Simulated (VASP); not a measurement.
# GaMo (Pmma) in VASP: relaxation of cell and atoms with PBE

Aim: the relaxation of cell and atoms of GaMo with PBE.

Everything below comes from runs of VASP 6.6.1. Logs are shortened: lines on timing, memory, paths and dates and some standing lists are left out, and cuts for length are marked.

## (1) The cell of the first run

The structure is orthorhombic, space group Pmma (No. 51). Conventional cell: a = 4.605 Å, b = 2.738 Å, c = 4.863 Å, α = 90.00°, β = 90.00°, γ = 90.00°. Ga (site symmetry mm2) has 4 Ga at 2.74 to 2.80 Å and 8 Mo at 2.76 to 2.82 Å within 3.6 Å. Mo (site symmetry mm2) has 4 Mo at 2.74 to 2.77 Å and 8 Ga at 2.76 to 2.82 Å within 3.6 Å.

## (2) Relaxation of cell and atoms, PBE

INCAR reads:

```
  PREC = Accurate
  ENCUT = 600
  EDIFF = 1E-6
  ISMEAR = 0
  SIGMA = 0.1
  LREAL = False
  LASPH = True
  NELM = 100
  ALGO = Fast
  ISIF = 3
  LWAVE = False
  LCHARG = False
  GGA = PE
  IBRION = 2
  NSW = 100
  EDIFFG = -0.01
```

KPOINTS reads:

```
Automatic mesh
0
Gamma
  8 14 8
```

POSCAR reads:

```
GaMo
1.0
    4.6050363730      0.0000000000      0.0000000000
    0.0000000000      2.7376252905      0.0000000000
    0.0000000000      0.0000000000      4.8630937556
Ga Mo
2 2
Direct
    0.7500000000      0.0000000000      0.6638770093
    0.2500000000      0.0000000000      0.3361229907
    0.7500000000      0.5000000000      0.1574136978
    0.2500000000      0.5000000000      0.8425863022
```

Potentials or basis: VASP PAW PBE potentials, release 64 (Ga_d, Mo_sv).

Started as:

```
cat potpaw_PBE.64/Ga_d/POTCAR potpaw_PBE.64/Mo_sv/POTCAR > POTCAR
mpirun -np 1 vasp_std > vasp.out
```

OUTCAR:

```text
PREC = Accurate
   ENCUT = 600
   EDIFF = 1E-6
   ISMEAR = 0
   LREAL = False
   LASPH = True
   NELM = 100
   ISIF = 3
   GGA = PE
   IBRION = 2
   NSW = 100
   EDIFFG = -0.01

 ion  position               nearest neighbor table
   1  0.750  0.000  0.664-   3 2.76   3 2.76   2 2.80   2 2.80   4 2.82   4 2.82   4 2.82   4 2.82
                             3 2.82   3 2.82
   2  0.250  0.000  0.336-   4 2.76   4 2.76   1 2.80   1 2.80   3 2.82   3 2.82   3 2.82   3 2.82
                             4 2.82   4 2.82
   3  0.750  0.500  0.157-   1 2.76   1 2.76   4 2.77   4 2.77   2 2.82   2 2.82   2 2.82   2 2.82
                             1 2.82   1 2.82
   4  0.250  0.500  0.843-   2 2.76   2 2.76   3 2.77   3 2.77   1 2.82   1 2.82   1 2.82   1 2.82
                             2 2.82   2 2.82

  LATTYP: Found a simple orthorhombic cell.
 ALAT       =     2.7376252905
 B/A-ratio  =     1.6821280798
 C/A-ratio  =     1.7763913025

  Lattice vectors:

 A1 = (   0.0000000000,  -2.7376252905,   0.0000000000)
 A2 = (   4.6050363730,   0.0000000000,   0.0000000000)
 A3 = (   0.0000000000,   0.0000000000,   4.8630937556)

Analysis of symmetry for initial positions (statically):
=====================================================================
 Subroutine PRICEL returns:
 Original cell was already a primitive cell.

 Routine SETGRP: Setting up the symmetry group for a
 simple orthorhombic supercell.

 Subroutine GETGRP returns: Found  8 space group operations
 (whereof  4 operations were pure point group operations)
 out of a pool of  8 trial point group operations.

The static configuration has the point symmetry C_2h.
 The point group associated with its full space group is D_2h.

Analysis of symmetry for dynamics (positions and initial velocities):
=====================================================================
 Subroutine PRICEL returns:
 Original cell was already a primitive cell.

 Routine SETGRP: Setting up the symmetry group for a
 simple orthorhombic supercell.

 Subroutine GETGRP returns: Found  8 space group operations
 (whereof  4 operations were pure point group operations)
 out of a pool of  8 trial point group operations.

The dynamic configuration has the point symmetry C_2h.
 The point group associated with its full space group is D_2h.

 Subroutine INISYM returns: Found  8 space group operations
 (whereof  4 operations are pure point group operations),
 and found     1 'primitive' translations

----------------------------------------------------------------------------------------

                                     Primitive cell

  volume of cell :      61.3084

  direct lattice vectors                    reciprocal lattice vectors
     4.605036373  0.000000000  0.000000000     0.217153551  0.000000000  0.000000000
     0.000000000  2.737625291  0.000000000     0.000000000  0.365280085  0.000000000
     0.000000000  0.000000000  4.863093756     0.000000000  0.000000000  0.205630418

  length of vectors
     4.605036373  2.737625291  4.863093756     0.217153551  0.365280085  0.205630418

  position of ions in fractional coordinates (direct lattice)
     0.750000000  0.000000000  0.663877009
     0.250000000  0.000000000  0.336122991
     0.750000000  0.500000000  0.157413698
     0.250000000  0.500000000  0.842586302

  ion indices of the primitive-cell ions
   primitive index   ion index
                 1           1
                 2           2
                 3           3
                 4           4

----------------------------------------------------------------------------------------

 KPOINTS: Automatic mesh

Automatic generation of k-mesh.
 Grid dimensions read from file:
 generate k-points for:    8   14    8

 Generating k-lattice:

  Cartesian coordinates                     Fractional coordinates (reciprocal lattice)
     0.027144194  0.000000000  0.000000000     0.125000000  0.000000000  0.000000000
     0.000000000  0.026091435  0.000000000     0.000000000  0.071428571  0.000000000
     0.000000000  0.000000000  0.025703802     0.000000000  0.000000000  0.125000000

  Length of vectors
     0.027144194  0.026091435  0.025703802

  Shift w.r.t. Gamma in fractional coordinates (k-lattice)
     0.000000000  0.000000000  0.000000000

 Subroutine IBZKPT returns following result:
 ===========================================

 Found    200 irreducible k-points:

 Following reciprocal coordinates:
            Coordinates               Weight
  0.000000  0.000000  0.000000      1.000000
  0.125000  0.000000  0.000000      2.000000
  0.250000  0.000000  0.000000      2.000000
  0.375000  0.000000  0.000000      2.000000
  0.500000  0.000000  0.000000      1.000000
  0.000000  0.071429  0.000000      2.000000
[... 16 lines left out ...]
  0.250000  0.285714  0.000000      4.000000
  0.375000  0.285714  0.000000      4.000000
 [... further k-points ...]
   k-points           NKPTS =    200   k-points in BZ     NKDIM =    200   number of bands    NBANDS=     32
   number of dos      NEDOS =    301   number of ions     NIONS =      4
   total plane-waves  NPLWV =  38400
   dimension x,y,z NGX =    40 NGY =   24 NGZ =   40
   dimension x,y,z NGXF=    80 NGYF=   48 NGZF=   80
   ions per type =               2   2
   NGX,Y,Z   is equivalent  to a cutoff of  14.44, 14.57, 13.67 a.u.
   NGXF,Y,Z  is equivalent  to a cutoff of  28.88, 29.15, 27.35 a.u.
 SYSTEM =  unknown system
   PREC   = accura    normal or accurate (medium, high low for compatibility)
   ISTART =      0    job   : 0-new  1-cont  2-samecut
   ICHARG =      2    charge: 1-file 2-atom 10-const
   ISPIN  =      1    spin polarized calculation?
   LNONCOLLINEAR =      F non collinear calculations
   LSORBIT =      F    spin-orbit coupling
   LASPH  =      T    aspherical Exc in radial PAW
   ENCUT  =  600.0 eV  44.10 Ry    6.64 a.u.   9.20  5.47  9.71*2*pi/ulx,y,z
   NELM   =    100;   NELMIN=  2; NELMDL= -5     # of ELM steps
   EDIFF  = 0.1E-05   stopping-criterion for ELM
   LREAL  =      F    real-space projection
   EDIFFG = -.1E-01   stopping-criterion for IOM
   NSW    =    100    number of steps for IOM
   IBRION =      2    ionic relax: 0-MD 1-quasi-New 2-CG
   NFREE  =      1    steps in history (QN), initial steepest desc. (CG)
   ISIF   =      3    stress and relaxation
   ISYM   =      2    0-nonsym 1-usesym 2-fastsym
   POTIM  = 0.5000    time-step for ionic-motion
   TEBEG  =    0.0;   TEEND  =   0.0 temperature during run
   PSTRESS=    0.0 pullay stress
   NELECT =      54.0000    total number of electrons
   NUPDOWN=      -1.0000    fix difference up-down
   EMIN   =  10.00;   EMAX   =-10.00  energy-range for DOS
   EFERMI =   0.00;   METHOD = LEGACY
   ISMEAR =     0;   SIGMA  =   0.10  broadening in eV -4-tet -1-fermi 0-gaus
   EFERMI_NEDOS =   21; number of points for ismear=-14 and -15
   IALGO  =     68    algorithm
   IMIX   =      4    mixing-type and parameters
     AMIX     =   0.40;   BMIX     =  1.00
     AMIX_MAG =   1.60;   BMIX_MAG =  1.00
  volume/ion in A,a.u.               =      15.33       103.43
  Fermi-wavevector in a.u.,A,eV,Ry     =   1.569277  2.965503 33.506105  2.462629
  Thomas-Fermi vector in A             =   2.671183
   LORBIT       =      0    0 simple, 1 ext, 2 COOP (PROOUT), +10 PAW based schemes
   GGA     = PE    functional components
   LHFCALC =     F    Hartree Fock is set to
   AEXX    =    0.0000 exact exchange contribution
   IVDW    =     0    specifies the selected vdW correction
   LEPSILON=     F    determine dielectric tensor
   LRPA    =     F    only Hartree local field effects (RPA)
 conjugate gradient relaxation of ions
 non-spin polarized calculation
 RMM-DIIS sequential band-by-band and
 Gauss-broadening in eV      SIGMA  =   0.10
  energy-cutoff  :      600.00
  volume of cell :       61.31
 maximum number of plane-waves:      2070
 NGX is ok and might be reduce to    40
   NGX = 19   NGY = 11   NGZ = 19

--------------------------------------- Ionic step        1  -------------------------------------------

 number of electron      53.9999995 magnetization

 Free energy of the ion-electron system (eV)
  ---------------------------------------------------
  ext. energy  EPLUGINS =         0.00000000
  ---------------------------------------------------
  free energy    TOTEN  =       -27.42378893 eV

  energy without entropy =      -27.41114817  energy(sigma->0) =      -27.41746855

------------------------ aborting loop because EDIFF is reached ----------------------------------------

  FORCE on cell =-STRESS in cart. coord.  units (eV):
  Direction    XX          YY          ZZ          XY          YZ          ZX
  --------------------------------------------------------------------------------------
  -------------------------------------------------------------------------------------
  Total       -0.2093553      0.2852278      0.1309612      0.0000000      0.0000000      0.0000000
  in kB       -5.4711019      7.4538865      3.4224219      0.0000000      0.0000000      0.0000000
  external PRESSURE =       1.8017355 kB  Pullay stress =       0.0000000 kB
[... 95 lines left out ...]
  FREE ENERGIE OF THE ION-ELECTRON SYSTEM (eV)
  ---------------------------------------------------
  free  energy   TOTEN  =       -27.4286121408 eV

  energy  without entropy=      -27.4166881970  energy(sigma->0) =      -27.42265017

[... ionic steps 4 to 9 ...]

--------------------------------------- Ionic step       10  -------------------------------------------

 number of electron      54.0000006 magnetization

------------------------ aborting loop because EDIFF is reached ----------------------------------------
[... 71 lines left out ...]
--------------------------------------- Ionic step       12  -------------------------------------------

 number of electron      54.0000006 magnetization

 Free energy of the ion-electron system (eV)
  ---------------------------------------------------
  ext. energy  EPLUGINS =         0.00000000
  ---------------------------------------------------
  free energy    TOTEN  =       -27.43185417 eV

  energy without entropy =      -27.42095975  energy(sigma->0) =      -27.42640696

 E-fermi :  10.3133     XC(G=0): -12.7977

 val. band max:       10.3090122258   @ k =   0.2500   0.0000   0.2500
 cond. band min:      10.3229952873   @ k =   0.1250   0.2857   0.3750
 fundamental gap:      0.0139830615
 Fermi energy:        10.3132936479

 k-point     1 :       0.0000    0.0000    0.0000
  band No.  band energies     occupation
      1     -50.7827      2.00000
      2     -50.6681      2.00000
      3     -25.1421      2.00000
      4     -24.9581      2.00000
      5     -24.7477      2.00000
      6     -24.4933      2.00000
[... 829 lines left out ...]
     31      13.1204      0.00000
     32      13.1791      0.00000

 [... further k-points ...]

------------------------ aborting loop because EDIFF is reached ----------------------------------------

  FORCE on cell =-STRESS in cart. coord.  units (eV):
  Direction    XX          YY          ZZ          XY          YZ          ZX
  --------------------------------------------------------------------------------------
  -------------------------------------------------------------------------------------
  Total        0.0089196      0.0168880      0.0171276      0.0000000      0.0000000      0.0000000
  in kB        0.2326295      0.4404533      0.4467000      0.0000000      0.0000000      0.0000000
  external PRESSURE =       0.3732610 kB  Pullay stress =       0.0000000 kB
[... 19 lines left out ...]
  FREE ENERGIE OF THE ION-ELECTRON SYSTEM (eV)
  ---------------------------------------------------
  free  energy   TOTEN  =       -27.4318541650 eV

  energy  without entropy=      -27.4209597470  energy(sigma->0) =      -27.42640696

 reached required accuracy - stopping structural energy minimisation
```

Run time: 75 min. Hardware: 1 thread of Intel Xeon 8259CL, shared host; peak memory 0.52 GiB.

What came out:

```
Free energy                           : -27.4319 eV
Relaxed volume                        : 15.36 Å³/atom
Relaxed cell                          : a = 4.586 Å, b = 2.745 Å, c = 4.880 Å, α = 90.00°, β = 90.00°, γ = 90.00°
Space group after relaxing (to 0.1 Å) : Pmma (No. 51)
Energy gained by relaxing             : 2.0 meV/atom
Ionic steps                           : 12
Pressure after relaxing               : 0.0 GPa
Largest force after relaxing          : 0.009 eV/Å
Band gap on the k mesh                : zero (bands 27 and 28 overlap by 2.06 eV)
```

Forces in eV/Å, atoms in the order of the input:
```
Ga   0.000  0.000 -0.009
Ga   0.000  0.000  0.009
Mo   0.000  0.000  0.003
Mo   0.000  0.000 -0.003
```

Step by step:
| step | energy change (eV) | largest force (eV/Å) | pressure (GPa) | volume (Å³) |
| --- | --- | --- | --- | --- |
| 1 | 0.0000 | 0.1706 | 0.18 | 61.31 |
| 2 | -0.0037 | 0.0931 | -0.18 | 61.46 |
| 3 | -0.0048 | 0.1071 | -0.46 | 61.59 |
| 4 | -0.0061 | 0.0916 | 0.67 | 61.22 |
| 5 | -0.0061 | 0.0975 | 0.52 | 61.27 |
| 6 | -0.0073 | 0.0476 | 0.37 | 61.32 |
| 7 | -0.0079 | 0.0052 | 0.18 | 61.38 |
| 8 | -0.0080 | 0.0135 | 0.13 | 61.39 |
| 9 | -0.0080 | 0.0052 | -0.14 | 61.47 |
| 10 | -0.0080 | 0.0056 | -0.03 | 61.46 |
| 11 | -0.0080 | 0.0048 | -0.11 | 61.46 |
| 12 | -0.0081 | 0.0093 | 0.04 | 61.43 |

Final structure:
```yaml
crystal:
  lattice:
    - [4.58584, 0.00000, 0.00000]
    - [0.00000, 2.74504, 0.00000]
    - [0.00000, 0.00000, 4.88003]
  atoms:
    - { symbol: Ga, position: [0.75000, 0.00000, 0.65809] }
    - { symbol: Ga, position: [0.25000, 0.00000, 0.34191] }
    - { symbol: Mo, position: [0.75000, 0.50000, 0.15187] }
    - { symbol: Mo, position: [0.25000, 0.50000, 0.84813] }
```
